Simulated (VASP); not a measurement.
Write the native input for VASP 6.6.1 that does the following.

```yaml
Task: single point
Functional: BLYP
Potentials_or_basis: VASP PAW PBE potentials, release 64 (C)
Cutoff: 520 eV
k_mesh: 8 × 8 × 4
Occupations: fermi-dirac, width 0.05 eV
Spin: no spin polarisation
Dipole_correction: no
Further_INCAR_settings: ALGO = Normal; EDIFF = 1e-06; NBANDS = 16
```

The structure of C lies in POSCAR:

```
C
1.0
    2.5299469697      0.0000000000      0.0000000000
   -1.2649734849      2.1909983460      0.0000000000
    0.0000000000      0.0000000000      4.2110452283
C
4
Direct
    0.3333333333      0.6666666667      0.0626028893
    0.6666666667      0.3333333333      0.5626028893
    0.3333333333      0.6666666667      0.4373971107
    0.6666666667      0.3333333333      0.9373971107
```

The input as run:

INCAR

```
SYSTEM = C
PREC = Accurate
ENCUT = 520
EDIFF = 1E-6
ISMEAR = -1
SIGMA = 0.05
LREAL = .False.
LASPH = .True.
NELM = 100
ALGO = Normal
ISIF = 2
LWAVE = .False.
LCHARG = .True.
GGA = B5
ALDAX = 1.0
AGGAX = 1.0
AGGAC = 1.0
ALDAC = 0.0
LELF = .True.
LVHAR = .True.
NBANDS = 16
```

KPOINTS

```
Automatic mesh
0
Gamma
  8 8 4
  0 0 0
```

Potentials or basis: VASP PAW PBE potentials, release 64 (C).

Launch:

```sh
$ cat potpaw_PBE.64/C/POTCAR > POTCAR
$ mpirun -np 1 vasp_std > vasp.out
```

It gave:

```yaml
Pressure: 0.6 GPa
Band_gap_on_the_k_mesh: 4.18 eV, indirect (least direct gap 5.12 eV)
```

Caveat: the PAW data sets were made with another functional, which shifts forces and pressure a little.

Run time: 14 s on 1 thread of Intel(R) Xeon(R) Platinum 8488C (Sapphire Rapids), with other jobs on the host, peak memory 0.13 GiB.
